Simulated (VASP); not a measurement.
Input of a VASP 6.6.1 run:

The input POSCAR:

```
TePb
1.0
    0.0000000000      3.2860552879      3.2860552879
    3.2860552879      0.0000000000      3.2860552879
    3.2860552879      3.2860552879      0.0000000000
Te Pb
1 1
Direct
    0.5000000000      0.5000000000      0.5000000000
    0.0000000000      0.0000000000      0.0000000000
```

The input INCAR.step1:

```
SYSTEM = TePb
PREC = Accurate
ENCUT = 600
ISMEAR = -1
SIGMA = 0.02
LREAL = .False.
LASPH = .True.
NELM = 60
GGA = PE
ALGO = Normal
EDIFF = 1E-4
LWAVE = .True.
LCHARG = .False.
```

INCAR.step2

```
SYSTEM = TePb
PREC = Accurate
ENCUT = 600
EDIFF = 1E-6
ISMEAR = -1
SIGMA = 0.02
LREAL = .False.
LASPH = .True.
NELM = 60
ALGO = Normal
ISIF = 3
LWAVE = .False.
LCHARG = .False.
METAGGA = R2SCAN
LMIXTAU = .True.
IBRION = 2
NSW = 80
EDIFFG = -0.005
ISTART = 1
```

Contents of KPOINTS:

```
Automatic mesh
0
Gamma
  6 6 6
  0 0 0
```

Potentials or basis: VASP PAW PBE potentials, release 64 (Te, Pb_d).

Run with:

```bash
$ cat potpaw_PBE.64/Te/POTCAR potpaw_PBE.64/Pb_d/POTCAR > POTCAR
$ cp INCAR.step1 INCAR
$ mpirun -np 1 vasp_std > vasp.out
$ cp INCAR.step2 INCAR
$ mpirun -np 1 vasp_std > vasp.out
```

Question: What does it give for the relaxed cell?

Answer: a = 4.622 Å, b = 4.622 Å, c = 4.622 Å, α = 60.00°, β = 60.00°, γ = 60.00°.

Question: What does it give for the space group after relaxing (to 0.1 Å)?

Answer: Fm-3m (No. 225).

Question: What does it give for the band gap on the k mesh?

Answer: 1.09 eV.

Question: What does it give for the relaxed volume?

Answer: 34.91 Å³/atom.

Final structure:
```yaml
crystal:
  lattice:
    - [0.00000, 3.26819, 3.26819]
    - [3.26819, 0.00000, 3.26819]
    - [3.26819, 3.26819, 0.00000]
  atoms:
    - { symbol: Te, position: [0.50000, 0.50000, 0.50000] }
    - { symbol: Pb, position: [0.00000, 0.00000, 0.00000] }
```

Caveat: the PAW data sets were made with another functional, which shifts forces and pressure a little; spin-orbit coupling is left out, which moves the levels of the heavy elements. A k mesh can miss the band edges.
